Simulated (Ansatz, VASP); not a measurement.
## CdTe4 in VASP and in Ansatz

```xyz
5
Lattice="5.6160 0.0000 0.0000 0.0000 5.6160 0.0000 0.0000 0.0000 5.6160" Properties=species:S:1:pos:R:3 pbc="T T T"
Cd    0.0000    0.0000    0.0000
Te    1.4040    1.4040    1.4040
Te    4.2120    4.2120    1.4040
Te    1.4040    4.2120    4.2120
Te    4.2120    1.4040    4.2120
```

Change from the starting cell: species swapped into the SnI4 type (P-43m, No. 215).

Alike in both runs: task relaxation of cell and atoms; functional PBE; k mesh 4 × 4 × 4; occupations gaussian, width 0.1 eV; no spin polarisation.

|  | VASP | Ansatz |
| --- | --- | --- |
| version | VASP 6.6.1 | Ansatz 0.2.0 |
| potentials or method | VASP PAW PBE potentials, release 64 (Cd, Te), cutoff 600 eV | scalar-relativistic, plane waves, PAW |
| valence electrons in the cell | 36 | 84 |

|  | VASP | Ansatz | Ansatz less VASP |
| --- | --- | --- | --- |
| gap on the k mesh at the Fermi level, each at its own relaxed structure (eV) | none | none | - |
| relaxed volume (Å³/atom) | 33.98 | 33.95 | -0.028 |
| relaxed cell length with the largest relative difference (Å) | 5.538 | 5.537 | -0.0015 |

A gap of «none» marks a metal or a gap that the smearing closes. VASP's potentials hold 36 valence electrons a cell and Ansatz's 84, so a difference there can come from the potentials and not from the codes.

Spin-orbit coupling is off throughout.
